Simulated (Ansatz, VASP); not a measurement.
# One calculation of GaN, two programs

```xyz
2
Lattice="0.0000 1.9925 2.0124 1.9925 0.0000 2.0124 1.9925 1.9925 0.0000" Properties=species:S:1:pos:R:3 pbc="T T T"
Ga    1.9925    1.9925    2.0124
N     0.0000    0.0000    0.0000
```

Change from the starting cell: zz strain of +1 %, crystal datasets.

Alike in both runs: task electric field gradients; functional PBEsol; k mesh 10 × 10 × 10; occupations fermi-dirac, width 0.02 eV; no spin polarisation.

```csv
,VASP,Ansatz
version,VASP 6.6.1,Ansatz 0.2.0
potentials or method,"VASP PAW PBE potentials, release 64 (Ga_d, N), cutoff 520 eV","all-electron PAW with datasets made for the crystal, scalar-relativistic"
```

|  | VASP | Ansatz | Ansatz less VASP |
| --- | --- | --- | --- |
| gap on the k mesh at the Fermi level (eV) | 1.58 | 1.59 | +0.013 |
| pressure (GPa) | 54.9 | 54.3 | -0.64 |
| traceless stress, the component that is largest in VASP (GPa) | -3.13 | -3.18 | -0.051 |
| size of Vzz on the site where it differs most (V/Å²) | 10.1 | 10.2 | +0.19 |

VASP's potentials were made for PBE, not for PBEsol. Both programs put the cell under a high pressure, so it lies far from rest at this level. Ansatz ran all-electron here, and VASP with PAW potentials.
